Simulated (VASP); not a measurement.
Wanted: the native input for a VASP 6.6.1 run.

* Task: single point
* Functional: r2SCAN
* Potentials or basis: VASP PAW PBE potentials, release 64 (Be, S)
* Cutoff: 520 eV
* k mesh: 10 × 10 × 10
* Occupations: gaussian, width 0.01 eV
* Spin: no spin polarisation
* Dipole correction: no
* Further INCAR settings: ALGO = Normal; EDIFF = 1e-06; NBANDS = 11

The system is BeS.

```
Be S
1.0
     0.00000    2.36128    2.48936
     2.36128    0.00000    2.48936
     2.36128    2.36128    0.00000
Be S
1 1
Direct
  0.00000 0.00000 0.00000
  0.25000 0.25000 0.25000
```

This cell differs from its parent crystal: epitaxial xy strain -3.0%.

One way to write it, as run:

POSCAR

```
BeS
1.0
    0.0000000000      2.3612770434      2.4893639833
    2.3612770434      0.0000000000      2.4893639833
    2.3612770434      2.3612770434      0.0000000000
Be S
1 1
Direct
    0.0000000000      0.0000000000      0.0000000000
    0.2500000000      0.2500000000      0.2500000000
```

INCAR.step1

```
SYSTEM = BeS
  PREC = Accurate
  ENCUT = 520
  ISMEAR = 0
  SIGMA = 0.01
  LREAL = .False.
  LASPH = .True.
  NELM = 60
  NBANDS = 11
  GGA = PE
  ALGO = Normal
  EDIFF = 1E-4
  LWAVE = .True.
  LCHARG = .False.
```

INCAR.step2

```
SYSTEM = BeS
  PREC = Accurate
  ENCUT = 520
  EDIFF = 1E-6
  ISMEAR = 0
  SIGMA = 0.01
  LREAL = .False.
  LASPH = .True.
  NELM = 60
  ALGO = Normal
  ISIF = 2
  LWAVE = .False.
  LCHARG = .True.
  METAGGA = R2SCAN
  LMIXTAU = .True.
  LELF = .True.
  LVHAR = .True.
  NBANDS = 11
  ISTART = 1
```

KPOINTS

```
Automatic mesh
0
Gamma
  10 10 10
  0 0 0
```

Potentials or basis: VASP PAW PBE potentials, release 64 (Be, S).

Launch:

```bash
$ cat potpaw_PBE.64/Be/POTCAR potpaw_PBE.64/S/POTCAR > POTCAR
$ cp INCAR.step1 INCAR
$ mpirun -np 1 vasp_std > vasp.out
$ cp INCAR.step2 INCAR
$ mpirun -np 1 vasp_std > vasp.out
```

It gave:

```
Pressure               : 4.3 GPa
Band gap on the k mesh : 3.26 eV, indirect (least direct gap 6.13 eV)
```

Caveat: the cell differs from its parent crystal (epitaxial xy strain -3.0%); the PAW data sets were made with another functional, which shifts forces and pressure a little.

Run time: 73 s on 1 thread of Intel(R) Xeon(R) 6975P-C (Granite Rapids) (shared host), peak memory 0.17 GiB.
